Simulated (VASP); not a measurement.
A run of VASP 6.6.1:

File INCAR:

```
  PREC = Accurate
  ENCUT = 520
  EDIFF = 1E-7
  ISMEAR = 0
  SIGMA = 0.1
  LREAL = False
  LASPH = True
  NELM = 100
  ALGO = Fast
  ISIF = 2
  LWAVE = False
  LCHARG = False
  GGA = PS
  NBANDS = 19
```

KPOINTS

```
regular mesh
0
Gamma
  24 24 12
```

File POSCAR:

```
Ti
1.0
    2.9584439043      0.0000000000      0.0000000000
   -1.4792219522      2.5620875768      0.0000000000
    0.0000000000      0.0000000000      4.5358985612
Ti
2
Direct
    0.3333333333      0.6666666667      0.2500000000
    0.6666666667      0.3333333333      0.7500000000
```

Potentials or basis: VASP PAW PBE potentials, release 64 (Ti_sv).

Launch:

```bash
$ cat potpaw_PBE.64/Ti_sv/POTCAR > POTCAR
$ mpirun -np 1 vasp_std > vasp.out
```

Hardware: 1 thread of Intel(R) Xeon(R) 6975P-C (Granite Rapids) (shared host).

Problem. How long does it take, and how much memory?

Solution. Run time: 5.6 min on 1 thread of Intel(R) Xeon(R) 6975P-C (Granite Rapids), with other jobs on the host, peak memory 0.34 GiB. Counts: scf iterations 49, k points 427.
